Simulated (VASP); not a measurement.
A run of VASP 6.6.1 is set up as follows.

File INCAR:

```
SYSTEM = LiH2
PREC = Accurate
ENCUT = 600
EDIFF = 1E-6
ISMEAR = 0
SIGMA = 0.1
LREAL = .False.
LASPH = .True.
NELM = 100
ALGO = Normal
ISIF = 3
LWAVE = .False.
LCHARG = .False.
GGA = PE
IBRION = 2
NSW = 100
EDIFFG = -0.01
```

File KPOINTS:

```
regular mesh
0
Gamma
  18 18 18
  0 0 0
```

File POSCAR:

```
LiH2
1.0
    2.9307307983      0.0000000000      0.0000000000
   -1.4653653991      2.5380873229      0.0000000000
    0.0000000000      0.0000000000      2.4423891900
Li H
1 2
Direct
    0.0000000000      0.0000000000      0.0000000000
    0.3333333333      0.6666666667      0.5000000000
    0.6666666667      0.3333333333      0.5000000000
```

Potentials or basis: VASP PAW PBE potentials, release 64 (Li_sv, H).

Run with:

```bash
$ cat potpaw_PBE.64/Li_sv/POTCAR potpaw_PBE.64/H/POTCAR > POTCAR
$ mpirun -np 1 vasp_std > vasp.out
```

Estimate the relaxed volume.

6.02 Å³/atom.

Estimate the band gap on the k mesh.

zero (an odd number of electrons rules out a gap without spin polarisation).

Predict the space group after relaxing (to 0.1 Å).

P6/mmm (No. 191).

Predict the relaxed cell.

a = 2.912 Å, b = 2.912 Å, c = 2.460 Å, α = 90.00°, β = 90.00°, γ = 120.00°.

Stress tensor (GPa, compression positive):
```
0.05 0.00 0.00
0.00 0.05 0.00
0.00 0.00 0.15
```

Caveat: the cutoff is under 1.25 times the usual one of these potentials, so pressure, stress and relaxed cells hold a basis-set (Pulay) error.
